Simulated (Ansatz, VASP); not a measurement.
# Ir in VASP and in Ansatz

Contents of INCAR:

```
ALGO = Normal ; EDIFF = 1E-7
ENCUT = 520 ; GGA = PE
ISIF = 2 ; ISMEAR = -1
ISPIN = 2 ; LASPH = T
LCHARG = F ; LMAXMIX = 4
LORBIT = 11 ; LREAL = F
LWAVE = F ; MAGMOM = 0.8
NBANDS = 14 ; NELM = 150
PREC = Accurate ; SIGMA = 0.03
```

KPOINTS

```
k-points
0
Gamma
  15 15 15
```

The input POSCAR:

```
Ir
1.0
    0.0000000000      1.9156000000      1.9156000000
    1.9156000000      0.0000000000      1.9156000000
    1.9156000000      1.9156000000      0.0000000000
Ir
1
Direct
    0.0000000000      0.0000000000      0.0000000000
```

Input for Ansatz:

```yaml
crystal:
  lattice:
    - [0.0, 1.9156, 1.9156]
    - [1.9156, 0.0, 1.9156]
    - [1.9156, 1.9156, 0.0]
  atoms:
    - { symbol: Ir, position: [0.0, 0.0, 0.0], spin: 0.8 }
magnetization:
  spin_polarized: true
kpoints:
  mp_grid: { grid: [15, 15, 15] }
scf:
  occupations: { method: fermi_dirac, width: 0.03 }
  lower_state_search: "off"
hamiltonian:
  xc: pbe
  pseudopotentials: { kind: all_electron, lapw: { basis_error: 0.001 } }
output:
  forces: true
  stress: true
  eigenvalues: false
  populations: true
  dos: { projected: true, de: 0.1, e_range: [-8, 5] }
```

Alike in both runs: task single point; functional PBE; k mesh 15 × 15 × 15; occupations fermi-dirac, width 0.03 eV; collinear spin.

|  | VASP | Ansatz |
| --- | --- | --- |
| version | VASP 6.6.1 | Ansatz 0.2.0 |
| potentials or method | VASP PAW PBE potentials, release 64 (Ir), cutoff 520 eV | all-electron LAPW, scalar-relativistic |

Ansatz gave:

```
pressure (GPa)           : 11.4
net moment per atom (μB) : 0.00
```

**Question.** Which values does VASP return?

**Answer.** Pressure (GPa): 12.1; net moment per atom (μB): 0.00.

Ansatz ran all-electron here, and VASP with PAW potentials. Ansatz's warnings: seeded moment not kept.

Spin-orbit coupling is off throughout.
